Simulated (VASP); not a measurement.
# Lu (P6_3/mmc) in VASP: notebook

The runs below take Lu through electric field gradients, with PBE.

Everything below comes from runs of VASP 6.6.1. Logs are shortened: lines on timing, memory, paths and dates and some standing lists are left out, and cuts for length are marked.

## 1. The cell of the first run

The structure is hexagonal, space group P6_3/mmc (No. 194). Conventional cell: a = 3.546 Å, b = 3.546 Å, c = 5.455 Å, α = 90.00°, β = 90.00°, γ = 120.00°. Lu (site symmetry -6m2) has 12 Lu at 3.41 to 3.55 Å within 4.5 Å.

## 2. Electric field gradients, PBE (z stretched by -2 % at fixed volume)

INCAR

```
PREC = Accurate ; ENCUT = 520
EDIFF = 1E-8 ; ISMEAR = -1
SIGMA = 0.03 ; LREAL = False
LASPH = True ; NELM = 100
ALGO = Normal ; ISIF = 2
LWAVE = False ; LCHARG = False
GGA = PE ; LEFG = True
NBANDS = 32
```

KPOINTS

```
regular mesh
0
Gamma
  13 13 8
```

POSCAR

```
Lu
1.0
    3.5455332944      0.0000000000      0.0000000000
   -1.7727666472      3.0705219030      0.0000000000
    0.0000000000      0.0000000000      5.4552680000
Lu
2
Direct
    0.3333333333      0.6666666667      0.2500000000
    0.6666666667      0.3333333333      0.7500000000
```

Potentials or basis: VASP PAW PBE potentials, release 64 (Lu).

On the command line:

```console
$ cat potpaw_PBE.64/Lu/POTCAR > POTCAR
$ mpirun -np 1 vasp_std > vasp.out
```

OUTCAR:

```text
PREC = Accurate
   ENCUT = 520
   EDIFF = 1E-8
   ISMEAR = -1
   LREAL = False
   LASPH = True
   NELM = 100
   ISIF = 2
   GGA = PE

 ion  position               nearest neighbor table
   1  0.333  0.667  0.250-   2 3.41   2 3.41   2 3.41   2 3.41   2 3.41   2 3.41
   2  0.667  0.333  0.750-   1 3.41   1 3.41   1 3.41   1 3.41   1 3.41   1 3.41

  LATTYP: Found a hexagonal cell.
 ALAT       =     3.5455332944
 C/A-ratio  =     1.5386311584

  Lattice vectors:

 A1 = (   3.5455332944,   0.0000000000,   0.0000000000)
 A2 = (  -1.7727666472,   3.0705219030,   0.0000000000)
 A3 = (   0.0000000000,   0.0000000000,   5.4552680000)

Analysis of symmetry for initial positions (statically):
=====================================================================
 Subroutine PRICEL returns:
 Original cell was already a primitive cell.

 Routine SETGRP: Setting up the symmetry group for a
 hexagonal supercell.

 Subroutine GETGRP returns: Found 24 space group operations
 (whereof 12 operations were pure point group operations)
 out of a pool of 24 trial point group operations.

The static configuration has the point symmetry D_3d.
 The point group associated with its full space group is D_6h.

Analysis of symmetry for dynamics (positions and initial velocities):
=====================================================================
 Subroutine PRICEL returns:
 Original cell was already a primitive cell.

 Routine SETGRP: Setting up the symmetry group for a
 hexagonal supercell.

 Subroutine GETGRP returns: Found 24 space group operations
 (whereof 12 operations were pure point group operations)
 out of a pool of 24 trial point group operations.

The dynamic configuration has the point symmetry D_3d.
 The point group associated with its full space group is D_6h.

 Subroutine INISYM returns: Found 24 space group operations
 (whereof 12 operations are pure point group operations),
 and found     1 'primitive' translations

----------------------------------------------------------------------------------------

                                     Primitive cell

  volume of cell :      59.3895

  direct lattice vectors                    reciprocal lattice vectors
[... 122 lines left out ...]
 NGX is ok and might be reduce to    28

 number of electron      49.9999989 magnetization

 Free energy of the ion-electron system (eV)
  ---------------------------------------------------
  ext. energy  EPLUGINS =         0.00000000
  ---------------------------------------------------
  free energy    TOTEN  =        -9.04317456 eV

  energy without entropy =       -9.03298915  energy(sigma->0) =       -9.03808185

 E-fermi :   2.1370     XC(G=0): -10.5707

 val. band max:        2.1358043459   @ k =   0.2308   0.0000   0.0000
 cond. band min:       2.1388256641   @ k =   0.2308   0.2308   0.3750
 fundamental gap:      0.0030213182
 Fermi energy:         2.1369861417

 k-point     1 :       0.0000    0.0000    0.0000
  band No.  band energies     occupation
      1     -54.0922      2.00000
      2     -54.0574      2.00000
      3     -25.0255      2.00000
      4     -24.6233      2.00000
      5     -24.6233      2.00000
      6     -24.5370      2.00000
[... 829 lines left out ...]
     31       5.5869      0.00000
     32       5.7317      0.00000

 [... further k-points ...]

------------------------ aborting loop because EDIFF is reached ----------------------------------------

  FORCE on cell =-STRESS in cart. coord.  units (eV):
  Direction    XX          YY          ZZ          XY          YZ          ZX
  --------------------------------------------------------------------------------------
  -------------------------------------------------------------------------------------
  Total       -0.4120083     -0.4120083     -0.1208664      0.0000000     -0.0000000      0.0000000
  in kB      -11.1149302    -11.1149302     -3.2606647      0.0000000     -0.0000000      0.0000000
  external PRESSURE =      -8.4968417 kB  Pullay stress =       0.0000000 kB

 VOLUME and BASIS-vectors are now :
 -----------------------------------------------------------------------------
  energy-cutoff  :      520.00
  volume of cell :       59.39
      direct lattice vectors                 reciprocal lattice vectors
     3.545533294  0.000000000  0.000000000     0.282045017  0.162838767  0.000000000
    -1.772766647  3.070521903  0.000000000     0.000000000  0.325677534  0.000000000
     0.000000000  0.000000000  5.455268000     0.000000000  0.000000000  0.183309051

 POSITION                                       TOTAL-FORCE (eV/Angst)
 -----------------------------------------------------------------------------------
     -0.00000      2.04701      1.36382         0.000000     -0.000000      0.000000
      1.77277      1.02351      4.09145        -0.000000      0.000000      0.000000
 -----------------------------------------------------------------------------------
    total drift:                                0.000000     -0.000000      0.000000

  FREE ENERGIE OF THE ION-ELECTRON SYSTEM (eV)
  ---------------------------------------------------
  free  energy   TOTEN  =        -9.0431745602 eV

  energy  without entropy=       -9.0329891487  energy(sigma->0) =       -9.03808185

 Electric field gradients (V/A^2)
---------------------------------------------------------------------
 ion       V_xx      V_yy      V_zz      V_xy      V_xz      V_yz
---------------------------------------------------------------------
   1     -42.806   -42.804    85.610     0.001    -0.000     0.000
   2     -42.806   -42.804    85.610     0.001     0.000    -0.000
---------------------------------------------------------------------

 Electric field gradients after diagonalization (V/A^2)
 (convention: |V_zz| > |V_xx| > |V_yy|)
----------------------------------------------------------------------
 ion       V_xx      V_yy      V_zz     asymmetry (V_yy - V_xx)/ V_zz
----------------------------------------------------------------------
   1     -42.807   -42.803    85.610       0.000
   2     -42.807   -42.803    85.610       0.000
----------------------------------------------------------------------

           NMR quadrupolar parameters

 Cq : quadrupolar parameter    Cq=e*Q*V_zz/h
 eta: asymmetry parameters     (V_yy - V_xx)/ V_zz
 Q  : nuclear electric quadrupole moment in mb (millibarn)
----------------------------------------------------------------------
 ion       Cq(MHz)       eta       Q (mb)
----------------------------------------------------------------------
   1       0.207       0.000       1.000
   2       0.207       0.000       1.000
----------------------------------------------------------------------
```

OSZICAR:

```text
N       E                     dE             d eps       ncg     rms          rms(c)
DAV:   1     0.245847960003E+03    0.24585E+03   -0.19312E+04  9760   0.510E+03
DAV:   2     0.208983396952E+02   -0.22495E+03   -0.21634E+03  7280   0.558E+02
DAV:   3    -0.663105102071E+01   -0.27529E+02   -0.27028E+02  9752   0.117E+02
DAV:   4    -0.913809819397E+01   -0.25070E+01   -0.24930E+01 10296   0.243E+01
DAV:   5    -0.921067584773E+01   -0.72578E-01   -0.72554E-01 10288   0.427E+00    0.495E+00
DAV:   6    -0.908093669640E+01    0.12974E+00   -0.40099E-01 10656   0.785E+00    0.235E+00
DAV:   7    -0.904587019789E+01    0.35066E-01   -0.95161E-02  9744   0.190E+00    0.433E-01
DAV:   8    -0.904292602727E+01    0.29442E-02   -0.12336E-02 10944   0.914E-01    0.147E-01
DAV:   9    -0.904316607830E+01   -0.24005E-03   -0.14243E-03  8320   0.276E-01    0.110E-01
DAV:  10    -0.904317529747E+01   -0.92192E-05   -0.25177E-04 10688   0.110E-01    0.709E-03
DAV:  11    -0.904317564738E+01   -0.34991E-06   -0.84697E-06  9344   0.193E-02    0.999E-03
DAV:  12    -0.904317481699E+01    0.83039E-06   -0.12641E-06  8752   0.943E-03    0.723E-04
DAV:  13    -0.904317452997E+01    0.28701E-06   -0.68387E-08  8976   0.244E-03    0.600E-04
DAV:  14    -0.904317454777E+01   -0.17793E-07   -0.64337E-09  5528   0.678E-04    0.548E-05
DAV:  15    -0.904317455955E+01   -0.11780E-07   -0.16082E-09  4704   0.381E-04    0.448E-05
DAV:  16    -0.904317456020E+01   -0.65484E-09   -0.66182E-10  4656   0.215E-04
   1 F= -.90431746E+01 E0= -.90380819E+01  d E =-.101854E-01
```

Run time: 6.1 min. Hardware: 1 thread of Intel Xeon 8259CL, shared host; peak memory 0.3 GiB.

Results:

| Quantity | Value |
| --- | --- |
| Free energy | -9.0432 eV |
| Pressure | -0.8 GPa |
| Band gap on the k mesh | zero (bands 25 and 26 overlap by 1.91 eV) |
| Largest electric field gradient by atom | Lu +85.6 V/Å² |

Electric field gradients, principal values (V/Å²):
```csv
atom,least,middle,greatest (by size)
1 Lu,-42.803,-42.807,85.610
2 Lu,-42.803,-42.807,85.610
```

Caveat: without QUAD_EFG the Cq values of the log hold for a quadrupole moment of 1 mb, not for the nuclei; spin-orbit coupling is left out, which moves the levels of the heavy elements.

## 3. Electric field gradients, PBE

This run uses another cell than the first one, of the same volume but with other edges.

INCAR

```
SYSTEM = Lu
ALGO = Normal
EDIFF = 1E-8
ENCUT = 520
GGA = PE
ISIF = 2
ISMEAR = -1
LASPH = .True.
LCHARG = .False.
LEFG = .True.
LREAL = .False.
LWAVE = .False.
NBANDS = 32
NELM = 60
PREC = Accurate
SIGMA = 0.03
```

KPOINTS

```
k-points
0
Gamma
  13 13 8
  0 0 0
```

POSCAR

```
Lu
1.0
    3.5098988894      0.0000000000      0.0000000000
   -1.7549494447      3.0396616030      0.0000000000
    0.0000000000      0.0000000000      5.5666000000
Lu
2
Direct
    0.3333333333      0.6666666667      0.2500000000
    0.6666666667      0.3333333333      0.7500000000
```

Potentials or basis: VASP PAW PBE potentials, release 64 (Lu).

On the command line:

```console
$ cat potpaw_PBE.64/Lu/POTCAR > POTCAR
$ mpirun -np 1 vasp_std > vasp.out
```

OUTCAR:

```text
SYSTEM = Lu
   EDIFF = 1E-8
   ENCUT = 520
   GGA = PE
   ISIF = 2
   ISMEAR = -1
   LASPH = .True.
   LREAL = .False.
   NELM = 60
   PREC = Accurate

 ion  position               nearest neighbor table
   1  0.333  0.667  0.250-   2 3.44   2 3.44   2 3.44   2 3.44   2 3.44   2 3.44
   2  0.667  0.333  0.750-   1 3.44   1 3.44   1 3.44   1 3.44   1 3.44   1 3.44

  LATTYP: Found a hexagonal cell.
 ALAT       =     3.5098988894
 C/A-ratio  =     1.5859716121

  Lattice vectors:

 A1 = (   3.5098988894,   0.0000000000,   0.0000000000)
 A2 = (  -1.7549494447,   3.0396616030,   0.0000000000)
 A3 = (   0.0000000000,   0.0000000000,   5.5666000000)

Analysis of symmetry for initial positions (statically):
=====================================================================
 Subroutine PRICEL returns:
 Original cell was already a primitive cell.

 Routine SETGRP: Setting up the symmetry group for a
 hexagonal supercell.

 Subroutine GETGRP returns: Found 24 space group operations
 (whereof 12 operations were pure point group operations)
 out of a pool of 24 trial point group operations.

The static configuration has the point symmetry D_3d.
 The point group associated with its full space group is D_6h.

Analysis of symmetry for dynamics (positions and initial velocities):
=====================================================================
 Subroutine PRICEL returns:
 Original cell was already a primitive cell.

 Routine SETGRP: Setting up the symmetry group for a
 hexagonal supercell.

 Subroutine GETGRP returns: Found 24 space group operations
 (whereof 12 operations were pure point group operations)
[... 157 lines left out ...]

 k-point     1 :       0.0000    0.0000    0.0000
  band No.  band energies     occupation
      1     -54.0892      2.00000
      2     -54.0587      2.00000
      3     -24.9997      2.00000
      4     -24.6048      2.00000
      5     -24.6048      2.00000
      6     -24.5313      2.00000
[... 829 lines left out ...]
     31       5.6371      0.00000
     32       5.6478      0.00000

 [... further k-points ...]

------------------------ aborting loop because EDIFF is reached ----------------------------------------

  FORCE on cell =-STRESS in cart. coord.  units (eV):
  Direction    XX          YY          ZZ          XY          YZ          ZX
  --------------------------------------------------------------------------------------
  -------------------------------------------------------------------------------------
  Total       -0.1529735     -0.1529735     -0.5566255      0.0000000      0.0000000      0.0000000
  in kB       -4.1268322     -4.1268322    -15.0163312      0.0000000      0.0000000      0.0000000
  external PRESSURE =      -7.7566652 kB  Pullay stress =       0.0000000 kB

 VOLUME and BASIS-vectors are now :
 -----------------------------------------------------------------------------
  energy-cutoff  :      520.00
  volume of cell :       59.39
      direct lattice vectors                 reciprocal lattice vectors
     3.509898889  0.000000000  0.000000000     0.284908492  0.164491995  0.000000000
    -1.754949445  3.039661603  0.000000000     0.000000000  0.328983989  0.000000000
     0.000000000  0.000000000  5.566600000     0.000000000  0.000000000  0.179642870

 POSITION                                       TOTAL-FORCE (eV/Angst)
 -----------------------------------------------------------------------------------
     -0.00000      2.02644      1.39165        -0.000000     -0.000000      0.000000
      1.75495      1.01322      4.17495         0.000000      0.000000      0.000000
 -----------------------------------------------------------------------------------
    total drift:                               -0.000000      0.000000     -0.000000

  FREE ENERGIE OF THE ION-ELECTRON SYSTEM (eV)
  ---------------------------------------------------
  free  energy   TOTEN  =        -9.0417577836 eV

  energy  without entropy=       -9.0309781311  energy(sigma->0) =       -9.03636796

 Electric field gradients (V/A^2)
---------------------------------------------------------------------
 ion       V_xx      V_yy      V_zz      V_xy      V_xz      V_yz
---------------------------------------------------------------------
   1     -26.804   -26.804    53.608    -0.000     0.000    -0.000
   2     -26.804   -26.804    53.608    -0.000    -0.000     0.000
---------------------------------------------------------------------

 Electric field gradients after diagonalization (V/A^2)
 (convention: |V_zz| > |V_xx| > |V_yy|)
----------------------------------------------------------------------
 ion       V_xx      V_yy      V_zz     asymmetry (V_yy - V_xx)/ V_zz
----------------------------------------------------------------------
   1     -26.804   -26.804    53.608       0.000
   2     -26.804   -26.804    53.608       0.000
----------------------------------------------------------------------

           NMR quadrupolar parameters

 Cq : quadrupolar parameter    Cq=e*Q*V_zz/h
 eta: asymmetry parameters     (V_yy - V_xx)/ V_zz
 Q  : nuclear electric quadrupole moment in mb (millibarn)
----------------------------------------------------------------------
 ion       Cq(MHz)       eta       Q (mb)
----------------------------------------------------------------------
   1       0.130       0.000       1.000
   2       0.130       0.000       1.000
----------------------------------------------------------------------
```

stdout:

```text
POSCAR found type information on POSCAR Lu
 POSCAR found :  1 types and       2 ions
 scaLAPACK will be used
 LDA part: xc-table for (Slater+PW92), standard interpolation
 POSCAR, INCAR and KPOINTS ok, starting setup
 FFT: planning ... GRIDC
 FFT: planning ... GRID_SOFT
 FFT: planning ... GRID
 WAVECAR not read
 entering main loop
ion   1

ion   2
```

Wall time 6.1 min (1 thread of Intel Xeon 8259CL, shared host); peak memory 0.3 GiB.

What came out:

```
Free energy                             : -9.0418 eV
Pressure                                : -0.8 GPa
Band gap on the k mesh                  : zero (bands 25 and 26 overlap by 1.74 eV)
Largest electric field gradient by atom : Lu +53.6 V/Å²
```

Electric field gradients, principal values (V/Å²):
| atom | least | middle | greatest (by size) |
| --- | --- | --- | --- |
| 1 Lu | -26.804 | -26.804 | 53.608 |
| 2 Lu | -26.804 | -26.804 | 53.608 |

Caveat: without QUAD_EFG the Cq values of the log hold for a quadrupole moment of 1 mb, not for the nuclei; spin-orbit coupling is left out, which moves the levels of the heavy elements.

(Continued in part 2 of 3.)
